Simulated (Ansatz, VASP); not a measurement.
# One calculation of ZrNb2N3, two programs

```xyz
6
Lattice="4.9035 0.0000 0.0000 -2.4518 4.2466 0.0000 0.0000 0.0000 5.8183" Properties=species:S:1:pos:R:3 pbc="T T T"
Zr    0.0000    0.0000    5.5702
Nb    0.0000    2.8310    1.0972
Nb    0.0000    2.8310    4.2250
N     1.2309    2.1204   -0.2481
N     2.4518    0.0058   -0.2481
N     3.6726    2.1204   -0.2481
```

Alike in both runs: functional PBE; k mesh 4 × 4 × 2; occupations gaussian, width 0.15 eV; no spin polarisation.

Ansatz relaxed the structure, and its values are those at the end. VASP's run is a single point on that final structure, the one shown.

|  | VASP | Ansatz |
| --- | --- | --- |
| version | VASP 6.6.1 | Ansatz 0.2.0 |
| potentials or method | VASP PAW PBE potentials, release 64 (Zr_sv, Nb_sv, N), cutoff 600 eV | scalar-relativistic, plane waves, PAW |
| valence electrons in the cell | 53 | 53 |

Ansatz gave:

| Item | Value |
| --- | --- |
| gap on the k mesh at the Fermi level (eV) | none |
| pressure (GPa) | -0.1 |
| rms of the force components (eV/Å) | 0.016 |

Question: Estimate VASP's values.

Answer: gap on the k mesh at the Fermi level (eV): none; pressure (GPa): -0.2; rms of the force components (eV/Å): 0.024.

A gap of «none» marks a metal or a gap that the smearing closes. The functional is the same, so the differences come from potentials, cutoffs and numerics.

The k mesh is coarse, so the values compare programs but aren't converged.
